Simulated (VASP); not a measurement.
Runs of VASP 6.6.1 on MgSnO2. The structure is that of space group P4/mmm (No. 123), or close to it. The cells are those of the table. 

```tsv
task	cell	k mesh	cutoff (eV)	gap on the mesh (eV)	pressure (GPa)	relaxed volume (Å³/atom)
relaxation of cell and atoms	relaxed from a = 4.290, b = 4.290, c = 2.991 Å, 4 atoms	12 × 12 × 16	600	none	0.0	13.82
single point	a = 4.292, b = 4.292, c = 3.004 Å, 4 atoms	12 × 12 × 16	520	none	(a)	-
single point	a = 4.446, b = 4.446, c = 2.619 Å, 4 atoms	4 × 4 × 6	520	none	4.6	-
relaxation of cell and atoms	relaxed from a = 4.446, b = 4.446, c = 2.619 Å, 4 atoms	4 × 4 × 6	600	none	0.0	13.72
single point	a = 4.290, b = 4.290, c = 2.991 Å, 4 atoms	4 × 4 × 6	520	none	0.0	-
```

Alike in all rows: level PBE; potentials or basis VASP PAW PBE potentials, release 64 (Mg, Sn_d, O); no spin polarisation; smearing gaussian 0.1 eV.

Problem. Fill in the values left out.

Solution. (a) 0.1.

Caveats: some runs use coarse meshes; spin-orbit coupling is left out, which moves the levels of the heavy elements.

A k mesh can miss the band edges, and the runs leave out spin-orbit coupling on Sn.

A gap of «none» marks levels without a gap at the run's occupations.
